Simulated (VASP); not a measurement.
A run of VASP 6.6.1:

INCAR

```
SYSTEM = Rb2Re
  PREC = Accurate
  ENCUT = 560
  EDIFF = 1E-6
  ISMEAR = 0
  SIGMA = 0.1
  LREAL = .False.
  LASPH = .True.
  NELM = 120
  ALGO = Normal
  ISIF = 2
  LWAVE = .False.
  LCHARG = .False.
  GGA = PE
  NBANDS = 42
  GGA_COMPAT = .False.
```

The input KPOINTS:

```
regular mesh
0
Gamma
  4 6 6
  0 0 0
```

File POSCAR:

```
Rb2Re
1.0
    0.0000000000      0.0000000000      5.7144142310
    6.1394788611      0.0000000000      0.0000000000
   -3.0697394305      5.3169446597      0.0000000000
Rb Re
4 2
Direct
    0.2500000000      0.3333333333      0.6666666667
    0.7500000000      0.3333333333      0.6666666667
    0.2500000000      0.6666666667      0.3333333333
    0.7500000000      0.6666666667      0.3333333333
    0.0000000000      0.0000000000      0.0000000000
    0.5000000000      0.0000000000      0.0000000000
```

Potentials or basis: VASP PAW PBE potentials, release 64 (Rb_sv, Re_sv_GW).

The run is started by

```bash
$ cat potpaw_PBE.64/Rb_sv/POTCAR potpaw_PBE.64/Re_sv_GW/POTCAR > POTCAR
$ mpirun -np 1 vasp_std > vasp.out
```

Hardware: 1 thread of AMD EPYC 7R13 Processor (Zen 3), on a shared host.

Q: How long does it take, and how much memory?

A: Run time: 4.6 min on 1 thread of AMD EPYC 7R13 Processor (Zen 3) (shared host), peak memory 0.39 GiB. Counts: scf iterations 24, k points 21.
